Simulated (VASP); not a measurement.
Write the native input for VASP 6.6.1 that does the following.

```
Task                   : single point
Functional             : PBE
Potentials or basis    : VASP PAW PBE potentials, release 64 (Pb_d, S)
Cutoff                 : 520 eV
k mesh                 : 12 × 12 × 12
Occupations            : fermi-dirac, width 0.1 eV
Spin                   : no spin polarisation
Dipole correction      : no
Further INCAR settings : ALGO = Normal; EDIFF = 1e-06; NBANDS = 17
```

The structure of PbS (rocksalt type) lies in POSCAR:

```
PbS
1.0
    0.0000000000      3.0042003954      3.0042003954
    3.0042003954      0.0000000000      3.0042003954
    3.0042003954      3.0042003954      0.0000000000
Pb S
1 1
Direct
    0.0000000000      0.0000000000      0.0000000000
    0.5000000000      0.5000000000      0.5000000000
```

This cell differs from its parent crystal: volume scaled by 1, to set the pressure.

One way to write it, as run:

INCAR

```
PREC = Accurate
ENCUT = 520
EDIFF = 1E-6
ISMEAR = -1
SIGMA = 0.1
LREAL = F
LASPH = T
NELM = 60
ALGO = Normal
ISIF = 2
LWAVE = F
LCHARG = F
GGA = PE
NBANDS = 17
```

KPOINTS

```
regular mesh
0
Gamma
  12 12 12
```

Potentials or basis: VASP PAW PBE potentials, release 64 (Pb_d, S).

Launch:

```bash
$ cat potpaw_PBE.64/Pb_d/POTCAR potpaw_PBE.64/S/POTCAR > POTCAR
$ mpirun -np 1 vasp_std > vasp.out
```

It gave:

The pressure is -0.1 GPa. The band gap on the k mesh is 0.50 eV, direct.

Caveat: the cell differs from its parent crystal (volume scaled by 1, to set the pressure); spin-orbit coupling is left out, which moves the levels of the heavy elements.

Wall time 38 s on 1 thread of Intel(R) Xeon(R) 6975P-C (Granite Rapids) (shared host), peak memory 0.21 GiB.
